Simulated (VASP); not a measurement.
A run of VASP 6.6.1 is set up as follows.

Contents of INCAR:

```
SYSTEM = C
PREC = Accurate
ENCUT = 520
EDIFF = 1E-6
ISMEAR = 0
SIGMA = 0.05
LREAL = .FALSE.
LASPH = .TRUE.
NELM = 60
ALGO = Normal
ISIF = 2
LWAVE = .FALSE.
LCHARG = .FALSE.
GGA = PE
NBANDS = 26
```

Contents of KPOINTS:

```
Automatic mesh
0
G
  12 12 4
  0 0 0
```

The input POSCAR:

```
C
1.0
    2.5601158911      0.0000000000      0.0000000000
   -1.2800579455      2.2171253983      0.0000000000
    0.0000000000      0.0000000000      8.4433802906
C
8
Direct
   -0.0082542016     -0.0165084032      0.0929732494
   -0.0082542016     -0.0165084032      0.5929732494
   -0.0082542016     -0.0165084032      0.4070267506
   -0.0082542016     -0.0165084032      0.9070267506
    0.3415875349      0.6831750699      0.1555299995
    0.6749208683      0.3498417365      0.6555299995
    0.3415875349      0.6831750699      0.3444700005
    0.6749208683      0.3498417365      0.8444700005
```

Potentials or basis: VASP PAW PBE potentials, release 64 (C).

Command:

```bash
$ cat potpaw_PBE.64/C/POTCAR > POTCAR
$ mpirun -np 1 vasp_std > vasp.out
```

(1) Estimate the largest force.

(2) What does it give for the pressure?

Results:

(1) 2.233 eV/Å.

(2) -17.4 GPa.

Caveat: forces of over 1 eV/Å act on the atoms, so gaps and moduli don't describe the material at rest.
